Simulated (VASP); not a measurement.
Write the native input for VASP 6.6.1 that does the following.

- Task: single point
- Functional: PBE
- Potentials or basis: VASP PAW PBE potentials, release 64 (Pb_d)
- Cutoff: 520 eV
- k mesh: 9 × 9 × 1
- Occupations: fermi-dirac, width 0.05 eV
- Spin: no spin polarisation
- Dipole correction: no
- k mesh for the DOS: 14 × 14 × 1
- Occupations for the DOS: tetrahedron
- Further INCAR settings: ALGO = Normal; EDIFF = 1e-06; NBANDS = 28

Pb, a slab with vacuum:

```
Pb
1.0
     3.48000    0.00000    0.00000
    -1.74000    3.01377    0.00000
     0.00000    0.00000   20.59000
Pb
3
Direct
  0.33333 0.66667 0.36425
  0.66667 0.33333 0.50000
  0.33333 0.66667 0.63575
```

The input as run:

POSCAR

```
Pb
1.0
    3.4800006906      0.0000000000      0.0000000000
   -1.7400003453      3.0137690032      0.0000000000
    0.0000000000      0.0000000000     20.5900000000
Pb
3
Direct
    0.3333333333      0.6666666666      0.3642544925
    0.6666666667      0.3333333334      0.5000000000
    0.3333333333      0.6666666666      0.6357455075
```

INCAR.step1

```
SYSTEM = Pb
PREC = Accurate ; ENCUT = 520
EDIFF = 1E-6 ; ISMEAR = -1
SIGMA = 0.05 ; LREAL = .False.
LASPH = .True. ; NELM = 80
ALGO = Normal ; ISIF = 2
LWAVE = .False. ; LCHARG = .True.
GGA = PE ; NBANDS = 28
```

KPOINTS.step1

```
regular mesh
0
Gamma
  9 9 1
  0 0 0
```

INCAR.step2

```
SYSTEM = Pb
PREC = Accurate ; ENCUT = 520
EDIFF = 1E-6 ; ISMEAR = -5
SIGMA = 0.05 ; LREAL = .False.
LASPH = .True. ; NELM = 80
ALGO = Normal ; ISIF = 2
LWAVE = .False. ; LCHARG = .False.
GGA = PE ; LORBIT = 11
NBANDS = 28 ; NEDOS = 1001
ICHARG = 11
```

KPOINTS.step2

```
regular mesh
0
Gamma
  14 14 1
  0 0 0
```

Potentials or basis: VASP PAW PBE potentials, release 64 (Pb_d).

The run is started by

```console
$ cat potpaw_PBE.64/Pb_d/POTCAR > POTCAR
$ cp INCAR.step1 INCAR
$ cp KPOINTS.step1 KPOINTS
$ mpirun -np 1 vasp_std > vasp.out
$ cp INCAR.step2 INCAR
$ cp KPOINTS.step2 KPOINTS
$ mpirun -np 1 vasp_std > vasp.out
```

Results of the run:

| Property | Result |
| --- | --- |
| Valence electrons inside the program's atomic spheres | Pb 11.94, 11.97 (each value once) |

Wall time 5 min on 1 thread of Intel Xeon 8259CL (shared host), peak memory 0.36 GiB.
